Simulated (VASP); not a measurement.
# TiC (Cmcm) in VASP: a series of runs

TiC is run at these levels: PBE; tasks: single point, relaxation of cell and atoms.

Everything below comes from runs of VASP 6.6.1. Logs are shortened: lines on timing, memory, paths and dates and some standing lists are left out, and cuts for length are marked.

**1. The cell of the first run**

It takes space group Cmcm (No. 63, orthorhombic). The conventional cell has a = 5.216 Å, b = 3.110 Å, c = 6.880 Å, α = 90.00°, β = 90.00°, γ = 90.00°. Within 2.8 Å of Ti (site symmetry 2/m) lie 4 C at 2.09 to 2.58 Å. C (site symmetry m2m) has 4 Ti at 2.09 to 2.58 Å within 2.8 Å.

The cell was generated, and may not be a known phase.

**2. Single point, PBE**

INCAR

```
PREC = Accurate ; ENCUT = 520
EDIFF = 1E-6 ; ISMEAR = 0
SIGMA = 0.1 ; LREAL = F
LASPH = T ; NELM = 80
ALGO = Normal ; ISIF = 2
LWAVE = F ; LCHARG = T
GGA = PE ; LELF = T
LVHAR = T ; NBANDS = 24
```

KPOINTS

```
Automatic mesh
0
Gamma
  6 6 4
```

POSCAR

```
TiC
1.0
    2.6080585100     -1.5551915600      0.0000000000
    2.6080585100      1.5551915600      0.0000000000
    0.0000000000      0.0000000000      6.8802148900
Ti C
2 2
Direct
    0.5000000000      0.5000000000      0.0000000000
    0.5000000000      0.5000000000      0.5000000000
    0.1185939500      0.8814060500      0.2500000000
    0.8814060500      0.1185939500      0.7500000000
```

Potentials or basis: VASP PAW PBE potentials, release 64 (Ti_sv, C).

Run with:

```sh
cat potpaw_PBE.64/Ti_sv/POTCAR potpaw_PBE.64/C/POTCAR > POTCAR
mpirun -np 1 vasp_std > vasp.out
```

OUTCAR:

```text
PREC = Accurate
   ENCUT = 520
   EDIFF = 1E-6
   ISMEAR = 0
   LREAL = F
   LASPH = T
   NELM = 80
   ISIF = 2
   GGA = PE

 ion  position               nearest neighbor table
   1  0.500  0.500  0.000-   3 2.09   4 2.09
   2  0.500  0.500  0.500-   3 2.09   4 2.09
   3  0.119  0.881  0.250-   1 2.09   2 2.09
   4  0.881  0.119  0.750-   1 2.09   2 2.09

  LATTYP: Found a base centered orthorhombic cell.
 ALAT       =     3.1103831200
 B/A-ratio  =     1.6770014557
 C/A-ratio  =     2.2120152485

  Lattice vectors:

 A1 = (  -2.6080585100,  -1.5551915600,   0.0000000000)
 A2 = (   2.6080585100,  -1.5551915600,   0.0000000000)
 A3 = (   0.0000000000,   0.0000000000,   6.8802148900)

Analysis of symmetry for initial positions (statically):
=====================================================================
 Subroutine PRICEL returns:
 Original cell was already a primitive cell.

 Routine SETGRP: Setting up the symmetry group for a
 base centered orthorhombic supercell.

 Subroutine GETGRP returns: Found  8 space group operations
 (whereof  4 operations were pure point group operations)
 out of a pool of  8 trial point group operations.

The static configuration has the point symmetry C_2h.
 The point group associated with its full space group is D_2h.

Analysis of symmetry for dynamics (positions and initial velocities):
=====================================================================
 Subroutine PRICEL returns:
 Original cell was already a primitive cell.

 Routine SETGRP: Setting up the symmetry group for a
 base centered orthorhombic supercell.

 Subroutine GETGRP returns: Found  8 space group operations
 (whereof  4 operations were pure point group operations)
 out of a pool of  8 trial point group operations.

The dynamic configuration has the point symmetry C_2h.
 The point group associated with its full space group is D_2h.

 Subroutine INISYM returns: Found  8 space group operations
 (whereof  4 operations are pure point group operations),
 and found     1 'primitive' translations

----------------------------------------------------------------------------------------

                                     Primitive cell

  volume of cell :      55.8127

  direct lattice vectors                    reciprocal lattice vectors
     2.608058510 -1.555191560  0.000000000     0.191713490 -0.321503802  0.000000000
     2.608058510  1.555191560  0.000000000     0.191713490  0.321503802  0.000000000
     0.000000000  0.000000000  6.880214890     0.000000000  0.000000000  0.145344298

  length of vectors
     3.036542438  3.036542438  6.880214890     0.374324401  0.374324401  0.145344298

  position of ions in fractional coordinates (direct lattice)
     0.500000000  0.500000000  0.000000000
     0.500000000  0.500000000  0.500000000
     0.118593950  0.881406050  0.250000000
     0.881406050  0.118593950  0.750000000

  ion indices of the primitive-cell ions
   primitive index   ion index
                 1           1
                 2           2
                 3           3
                 4           4

----------------------------------------------------------------------------------------

 KPOINTS: Automatic mesh

Automatic generation of k-mesh.
 Grid dimensions read from file:
 generate k-points for:    6    6    4

 Generating k-lattice:

  Cartesian coordinates                     Fractional coordinates (reciprocal lattice)
     0.031952248 -0.053583967  0.000000000     0.166666667  0.000000000  0.000000000
     0.031952248  0.053583967  0.000000000     0.000000000  0.166666667  0.000000000
     0.000000000  0.000000000  0.036336074     0.000000000  0.000000000  0.250000000

  Length of vectors
     0.062387400  0.062387400  0.036336074

  Shift w.r.t. Gamma in fractional coordinates (k-lattice)
     0.000000000  0.000000000  0.000000000

 Subroutine IBZKPT returns following result:
 ===========================================

 Found     39 irreducible k-points:

 Following reciprocal coordinates:
            Coordinates               Weight
  0.000000  0.000000  0.000000      1.000000
  0.166667  0.000000  0.000000      4.000000
  0.333333  0.000000  0.000000      4.000000
  0.500000  0.000000  0.000000      2.000000
  0.166667  0.166667  0.000000      2.000000
  0.333333  0.166667  0.000000      4.000000
[... 16 lines left out ...]
  0.333333  0.333333  0.250000      4.000000
  0.500000  0.333333  0.250000      8.000000
 [... further k-points ...]
   k-points           NKPTS =     39   k-points in BZ     NKDIM =     39   number of bands    NBANDS=     24
   number of dos      NEDOS =    301   number of ions     NIONS =      4
   total plane-waves  NPLWV =  31104
   dimension x,y,z NGX =    24 NGY =   24 NGZ =   54
   dimension x,y,z NGXF=    48 NGYF=   48 NGZF=  108
   ions per type =               2   2
   NGX,Y,Z   is equivalent  to a cutoff of  13.14, 13.14, 13.05 a.u.
   NGXF,Y,Z  is equivalent  to a cutoff of  26.28, 26.28, 26.10 a.u.
 SYSTEM =  unknown system
   PREC   = accura    normal or accurate (medium, high low for compatibility)
   ISTART =      0    job   : 0-new  1-cont  2-samecut
   ICHARG =      2    charge: 1-file 2-atom 10-const
   ISPIN  =      1    spin polarized calculation?
   LNONCOLLINEAR =      F non collinear calculations
   LSORBIT =      F    spin-orbit coupling
   LASPH  =      T    aspherical Exc in radial PAW
   ENCUT  =  520.0 eV  38.22 Ry    6.18 a.u.   5.65  5.65 12.79*2*pi/ulx,y,z
   NELM   =     80;   NELMIN=  2; NELMDL= -5     # of ELM steps
   EDIFF  = 0.1E-05   stopping-criterion for ELM
   LREAL  =      F    real-space projection
[... 7 lines left out ...]
   TEBEG  =    0.0;   TEEND  =   0.0 temperature during run
   PSTRESS=    0.0 pullay stress
   NELECT =      32.0000    total number of electrons
   NUPDOWN=      -1.0000    fix difference up-down
   EMIN   =  10.00;   EMAX   =-10.00  energy-range for DOS
   EFERMI =   0.00;   METHOD = LEGACY
   ISMEAR =     0;   SIGMA  =   0.10  broadening in eV -4-tet -1-fermi 0-gaus
   EFERMI_NEDOS =   21; number of points for ismear=-14 and -15
   IALGO  =     38    algorithm
   IMIX   =      4    mixing-type and parameters
     AMIX     =   0.40;   BMIX     =  1.00
     AMIX_MAG =   1.60;   BMIX_MAG =  1.00
  volume/ion in A,a.u.               =      13.95        94.16
  Fermi-wavevector in a.u.,A,eV,Ry     =   1.360026  2.570076 25.166283  1.849670
  Thomas-Fermi vector in A             =   2.486723
   LORBIT       =      0    0 simple, 1 ext, 2 COOP (PROOUT), +10 PAW based schemes
   GGA     = PE    functional components
   LHFCALC =     F    Hartree Fock is set to
   AEXX    =    0.0000 exact exchange contribution
   IVDW    =     0    specifies the selected vdW correction
   LEPSILON=     F    determine dielectric tensor
   LRPA    =     F    only Hartree local field effects (RPA)
 non-spin polarized calculation
 Gauss-broadening in eV      SIGMA  =   0.10
  energy-cutoff  :      520.00
  volume of cell :       55.81
 maximum number of plane-waves:      1526
 NGX is ok and might be reduce to    24
   NGX = 11   NGY = 11   NGZ = 25

 number of electron      32.0000000 magnetization

 Free energy of the ion-electron system (eV)
  ---------------------------------------------------
  ext. energy  EPLUGINS =         0.00000000
  ---------------------------------------------------
  free energy    TOTEN  =       -31.69203756 eV

  energy without entropy =      -31.68264331  energy(sigma->0) =      -31.68734044

 E-fermi :   6.1685     XC(G=0): -11.0915

 val. band max:        6.1103288538   @ k =   0.1667   0.0000   0.2500
 cond. band min:       6.1971875341   @ k =  -0.1667   0.1667   0.0000
 fundamental gap:      0.0868586803
 Fermi energy:         6.1685365031

 k-point     1 :       0.0000    0.0000    0.0000
  band No.  band energies     occupation
      1     -50.9219      2.00000
      2     -50.9162      2.00000
      3     -27.1701      2.00000
      4     -27.1242      2.00000
      5     -27.1196      2.00000
      6     -27.0890      2.00000
[... 16 lines left out ...]
     23       8.5324      0.00000
     24       8.6359      0.00000

 k-point     2 :       0.1667    0.0000    0.0000
  band No.  band energies     occupation
      1     -50.9116      2.00000
      2     -50.9060      2.00000
      3     -27.1709      2.00000
      4     -27.1597      2.00000
      5     -27.1534      2.00000
      6     -27.0877      2.00000
[... 16 lines left out ...]
     23       8.4653      0.00000
     24       9.3297      0.00000

 k-point     3 :       0.3333    0.0000    0.0000
  band No.  band energies     occupation
      1     -50.8908      2.00000
      2     -50.8854      2.00000
      3     -27.2744      2.00000
      4     -27.2655      2.00000
      5     -27.1421      2.00000
      6     -27.0992      2.00000
[... 16 lines left out ...]
     23       8.8642      0.00000
     24       9.7473      0.00000

 k-point     4 :       0.5000    0.0000    0.0000
  band No.  band energies     occupation
      1     -50.8804      2.00000
      2     -50.8750      2.00000
      3     -27.3373      2.00000
      4     -27.3272      2.00000
      5     -27.1415      2.00000
      6     -27.1121      2.00000
[... 16 lines left out ...]
     23       9.6095      0.00000
     24       9.8510      0.00000

 k-point     5 :       0.1667    0.1667    0.0000
  band No.  band energies     occupation
      1     -50.9102      2.00000
      2     -50.9046      2.00000
      3     -27.2047      2.00000
      4     -27.1987      2.00000
      5     -27.1584      2.00000
      6     -27.0830      2.00000
[... 451 lines left out ...]
 k-point    22 :      -0.1667    0.1667    0.2500
  band No.  band energies     occupation
      1     -50.8959      2.00000
      2     -50.8920      2.00000
      3     -27.1890      2.00000
      4     -27.1853      2.00000
      5     -27.1591      2.00000
      6     -27.1317      2.00000
[... 16 lines left out ...]
     23       9.0384      0.00000
     24       9.7021      0.00000

 k-point    23 :       0.3333    0.3333    0.2500
  band No.  band energies     occupation
      1     -50.8859      2.00000
      2     -50.8821      2.00000
      3     -27.3618      2.00000
      4     -27.3558      2.00000
      5     -27.1278      2.00000
      6     -27.0847      2.00000
[... 16 lines left out ...]
     23       8.6329      0.00000
     24       9.0263      0.00000

 k-point    24 :       0.5000    0.3333    0.2500
  band No.  band energies     occupation
      1     -50.8755      2.00000
      2     -50.8717      2.00000
      3     -27.3981      2.00000
      4     -27.3918      2.00000
      5     -27.1300      2.00000
      6     -27.0995      2.00000
[... 16 lines left out ...]
     23       9.2331      0.00000
     24       9.5524      0.00000

 [... further k-points ...]
[... 5 lines left out ...]
  --------------------------------------------------------------------------------------
  -------------------------------------------------------------------------------------
  Total       -3.6448860     -5.4593723    -14.0756122      0.0000000      0.0000000      0.0000000
  in kB     -104.6312252   -156.7184297   -404.0588797      0.0000000      0.0000000      0.0000000
  external PRESSURE =    -221.8028449 kB  Pullay stress =       0.0000000 kB

 VOLUME and BASIS-vectors are now :
 -----------------------------------------------------------------------------
  energy-cutoff  :      520.00
  volume of cell :       55.81
      direct lattice vectors                 reciprocal lattice vectors
     2.608058510 -1.555191560  0.000000000     0.191713490 -0.321503802  0.000000000
     2.608058510  1.555191560  0.000000000     0.191713490  0.321503802  0.000000000
     0.000000000  0.000000000  6.880214890     0.000000000  0.000000000  0.145344298

 POSITION                                       TOTAL-FORCE (eV/Angst)
 -----------------------------------------------------------------------------------
      2.60806      0.00000      0.00000         0.000000     -0.000000     -0.000000
      2.60806      0.00000      3.44011         0.000000     -0.000000     -0.000000
      2.60806      1.18632      1.72005         0.000000      1.740751     -0.000000
      2.60806     -1.18632      5.16016         0.000000     -1.740751      0.000000
 -----------------------------------------------------------------------------------
    total drift:                               -0.000000     -0.000000     -0.000000

  FREE ENERGIE OF THE ION-ELECTRON SYSTEM (eV)
  ---------------------------------------------------
  free  energy   TOTEN  =       -31.6920375649 eV

  energy  without entropy=      -31.6826433060  energy(sigma->0) =      -31.68734044
```

Run time: 68 s. Hardware: 1 thread of Intel Xeon 8259CL, shared host; peak memory 0.2 GiB.

Results:

```yaml
Free_energy: -31.6920 eV
Pressure: -22.2 GPa
Largest_force: 1.741 eV/Å
Band_gap_on_the_k_mesh: zero (bands 16 and 17 overlap by 1.12 eV)
```

Forces in eV/Å, atoms in the order of the input:
```
Ti   0.000  0.000  0.000
Ti   0.000  0.000  0.000
C    0.000  1.741  0.000
C    0.000 -1.741  0.000
```

Caveat: the k points lie up to 0.39 Å⁻¹ apart, too coarse for converged energies and pressures of a metal; forces of over 1 eV/Å act on the atoms, so gaps and moduli don't describe the material at rest.

**3. Relaxation of cell and atoms, PBE**

INCAR

```
SYSTEM = TiC
PREC = Accurate
ENCUT = 600
EDIFF = 1E-6
ISMEAR = 0
SIGMA = 0.1
LREAL = .False.
LASPH = .True.
NELM = 100
ALGO = Normal
ISIF = 3
LWAVE = .False.
LCHARG = .False.
GGA = PE
IBRION = 2
NSW = 90
EDIFFG = -0.04
```

KPOINTS

```
regular mesh
0
Gamma
  6 6 4
  0 0 0
```

POSCAR is that of step 2.

Potentials or basis: VASP PAW PBE potentials, release 64 (Ti_sv, C).

Run with:

```sh
cat potpaw_PBE.64/Ti_sv/POTCAR potpaw_PBE.64/C/POTCAR > POTCAR
mpirun -np 1 vasp_std > vasp.out
```

It took 11 min on 1 thread of Intel Xeon 8259CL, shared host; peak memory 0.22 GiB.

The run converged. Its results:

| Property | Result |
| --- | --- |
| Free energy | -34.4217 eV |
| Relaxed volume | 10.73 Å³/atom |
| Relaxed cell | a = 2.840 Å, b = 2.840 Å, c = 5.792 Å, α = 90.00°, β = 90.00°, γ = 66.77° |
| Space group after relaxing (to 0.1 Å) | Cmmm (No. 65) |
| Energy gained by relaxing | 682.4 meV/atom |
| Ionic steps | 16 |
| Pressure after relaxing | 0.0 GPa |
| Largest force after relaxing | 0.021 eV/Å |
| Band gap on the k mesh | zero (bands 16 and 17 overlap by 1.20 eV) |

Forces in eV/Å, atoms in the order of the input:
```
Ti   0.000  0.000  0.000
Ti   0.000  0.000  0.000
C    0.000 -0.021  0.000
C    0.000  0.021  0.000
```

The path:
```tsv
step	energy change (eV)	largest force (eV/Å)	pressure (GPa)	volume (Å³)
1	0.0000	1.7403	-22.20	55.81
2	-0.7597	5.8040	36.41	41.38
3	-1.2112	4.2189	6.30	46.05
4	-2.4827	1.5041	13.94	41.95
5	-2.5001	0.9617	16.46	41.42
6	-2.4596	0.2378	-17.18	46.96
7	-2.7161	0.2070	-2.06	43.92
8	-2.7162	0.2173	-1.85	43.87
9	-2.7161	0.2277	-1.54	43.82
10	-2.7253	0.0804	-0.24	43.36
11	-2.7260	0.0215	0.29	43.18
12	-2.7284	0.0392	-0.43	43.15
13	-2.7286	0.0679	-0.75	43.14
14	-2.7291	0.0586	0.47	42.82
15	-2.7294	0.0619	0.06	42.93
16	-2.7296	0.0207	-0.03	42.92
```

Final structure:
```
CELL_PARAMETERS angstrom
2.37097 -1.56261 0.00000
2.37097 1.56261 0.00000
0.00000 0.00000 5.79232
ATOMIC_POSITIONS crystal
Ti 0.50000 0.50000 0.00000
Ti 0.50000 0.50000 0.50000
C 0.99956 0.00044 0.25000
C 0.00044 0.99956 0.75000
```

Levels at points of the mesh, in eV from the Fermi level:
```
           k point  band 14  band 15  band 16  band 17  band 18  band 19
(0.00, 0.00, 0.00)    -0.07     0.44     0.72     0.97     1.05     1.60
(0.50, 0.00, 0.00)    -2.41    -2.30    -1.25     0.91     1.86     2.55
(0.50, 0.50, 0.00)    -3.76    -0.69    -0.35     1.23     1.86     2.03
(0.00, 0.00, 0.50)    -1.14     0.17     0.17     0.70     0.70     2.41
(0.50, 0.00, 0.50)    -2.38    -1.84    -1.84     1.66     1.66     2.76
(0.50, 0.50, 0.50)    -2.61    -2.32    -2.32     2.10     2.10     2.23
```

Caveat: the k points lie up to 0.40 Å⁻¹ apart in the final cell, too coarse for converged energies and pressures of a metal; the volume moved by over 15 % at a fixed basis, so the end points are rough.

The gap in the log of VASP goes by the Fermi energy; the results here count the filled bands.